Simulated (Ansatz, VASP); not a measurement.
# Al: VASP beside Ansatz

```
Al
1.0
     2.82708    0.00000    0.00000
    -1.41354    2.44832    0.00000
     0.00000    0.00000    8.81855
Al
4
Direct
  0.66667 0.33333 0.75000
  0.00000 0.00000 0.50000
  0.33333 0.66667 0.25000
  0.00000 0.00000 0.00000
```

Alike in both runs: functional PBEsol; k mesh 9 × 9 × 3; occupations fermi-dirac, width 0.05 eV; no spin polarisation.

```csv
,VASP,Ansatz
version,VASP 6.6.1,Ansatz 0.2.0
potentials or method,"VASP PAW PBE potentials, release 64 (Al)",Ansatz PAW
plane-wave cutoff (eV),520,420
valence electrons in the cell,12,12
task,single point,band structure
```

|  | VASP | Ansatz | Ansatz less VASP |
| --- | --- | --- | --- |
| gap on the k mesh at the Fermi level (eV) | none | none | - |
| pressure (GPa) | 6.0 | 5.9 | -0.09 |
| traceless stress, the component that is largest in VASP (GPa) | 2.39 | 2.36 | -0.027 |

VASP's potentials were made for PBE, not for PBEsol. A gap of «none» marks a metal or a gap that the smearing closes.
